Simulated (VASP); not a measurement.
Write the native input for VASP 6.6.1 that does the following.

| Item | Value |
| --- | --- |
| Task | single point |
| Functional | PBE |
| Potentials or basis | VASP PAW PBE potentials, release 64 (Si, S) |
| Cutoff | 520 eV |
| k mesh | 9 × 9 × 1 |
| Occupations | gaussian, width 0.05 eV |
| Spin | collinear spin |
| Starting moments | [0.0, 0.0, 0.0, 0.0, 0.0, 0.0, 0.0, 0.0, 2.0] μB |
| Dipole correction | yes |
| Further INCAR settings | ALGO = Normal; EDIFF = 1e-07; NBANDS = 33 |

The structure of Si8S lies in POSCAR:

```
Si8S
1.0
    3.8510821778      0.0000000000      0.0000000000
   -1.9255410889      3.3351349981      0.0000000000
    0.0000000000      0.0000000000     25.7458743948
Si S
8 1
Direct
    0.6666666667      0.3333333333      0.1553646980
    0.3333333333      0.6666666667      0.1864797875
    0.3333333333      0.6666666667      0.2789705447
    0.6666666667      0.3333333333      0.3100856343
    0.6666666667      0.3333333333      0.4023777094
    0.3333333333      0.6666666667      0.4328816174
    0.3333333333      0.6666666667      0.5270845181
    0.6666666667      0.3333333333      0.5533264933
    1.3333333333      0.6666666667      0.6183501720
```

These files were run (other wordings do the same):

INCAR

```
SYSTEM = Si8S
ALGO = Normal
DIPOL = 0.5 0.5 0.385
EDIFF = 1E-7
ENCUT = 520
GGA = PE
IDIPOL = 3
ISIF = 2
ISMEAR = 0
ISPIN = 2
LASPH = .TRUE.
LCHARG = .TRUE.
LDIPOL = .TRUE.
LELF = .TRUE.
LORBIT = 11
LREAL = .FALSE.
LVACPOTAV = .TRUE.
LVHAR = .TRUE.
LWAVE = .FALSE.
MAGMOM = 0 0 0 0 0 0 0 0 2
NBANDS = 33
NELM = 150
PREC = Accurate
SIGMA = 0.05
```

KPOINTS

```
k-points
0
G
  9 9 1
  0 0 0
```

Potentials or basis: VASP PAW PBE potentials, release 64 (Si, S).

Launch:

```sh
$ cat potpaw_PBE.64/Si/POTCAR potpaw_PBE.64/S/POTCAR > POTCAR
$ mpirun -np 1 vasp_std > vasp.out
```

It gave:

The largest force is 0.619 eV/Å. The net moment is -0.43 μB per cell and the site moments are Si -0.20, -0.02, -0.04, -0.01, -0.00, +0.03, +0.02 (each value once); S +0.12 μB. The valence electrons inside the program's atomic spheres are Si 1.64, 1.67, 1.68, 1.58 (each value once); S 3.61.

Caveat: a moment this small can come from the mesh or the smearing.

Wall time 7.3 min on 1 thread of Intel(R) Xeon(R) Platinum 8559C (Emerald Rapids) (shared host), peak memory 0.67 GiB.
